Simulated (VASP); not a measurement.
Write the native input for VASP 6.6.1 that does the following.

```
Task                   : relaxation of cell and atoms
Functional             : PBE
Potentials or basis    : VASP PAW PBE potentials, release 64 (Bi_d, O)
Cutoff                 : 600 eV
k mesh                 : 6 × 6 × 4
Occupations            : gaussian, width 0.1 eV
Spin                   : no spin polarisation
Dipole correction      : no
Further INCAR settings : ALGO = Normal; EDIFF = 1e-06; IBRION = 2; EDIFFG = -0.04; NSW = 90; ISIF = 3
```

The structure of Bi2O lies in POSCAR:

```
Bi2O
1.0
    3.7000015600      0.0000000000      0.0000000000
   -1.8500007800      3.2042953400      0.0000000000
    0.0000000000      0.0000000000      6.1963591700
Bi O
2 1
Direct
    0.3333333300      0.6666666700      0.2321269400
    0.6666666700      0.3333333300      0.7678730600
    0.0000000000      0.0000000000      0.0000000000
```

One way to write it, as run:

INCAR

```
SYSTEM = Bi2O
ALGO = Normal ; EDIFF = 1E-6
EDIFFG = -0.04 ; ENCUT = 600
GGA = PE ; IBRION = 2
ISIF = 3 ; ISMEAR = 0
LASPH = .TRUE. ; LCHARG = .FALSE.
LREAL = .FALSE. ; LWAVE = .FALSE.
NELM = 100 ; NSW = 90
PREC = Accurate ; SIGMA = 0.1
```

KPOINTS

```
k-points
0
G
  6 6 4
  0 0 0
```

Potentials or basis: VASP PAW PBE potentials, release 64 (Bi_d, O).

Run with:

```console
$ cat potpaw_PBE.64/Bi_d/POTCAR potpaw_PBE.64/O/POTCAR > POTCAR
$ mpirun -np 1 vasp_std > vasp.out
```

It gave:

```yaml
Relaxed_volume: 22.32 Å³/atom
Relaxed_cell: a = 3.519 Å, b = 3.519 Å, c = 6.243 Å, α = 90.00°, β = 90.00°, γ = 120.00°
Space_group_after_relaxing_to_0.05_Å: P-3m1 (No. 164)
Energy_gained_by_relaxing: 142.5 meV/atom
Ionic_steps: 8
Pressure_after_relaxing: 0.1 GPa
Largest_force_after_relaxing: 0.015 eV/Å
Band_gap_on_the_k_mesh: zero (band 18 reaches 11.54 eV, above the bottom of band 19 at 5.67 eV)
```

Caveat: spin-orbit coupling is left out, which moves the levels of the heavy elements.

Wall time 4.6 min on 1 thread of Intel(R) Xeon(R) Platinum 8488C (Sapphire Rapids) (shared host), peak memory 0.23 GiB.
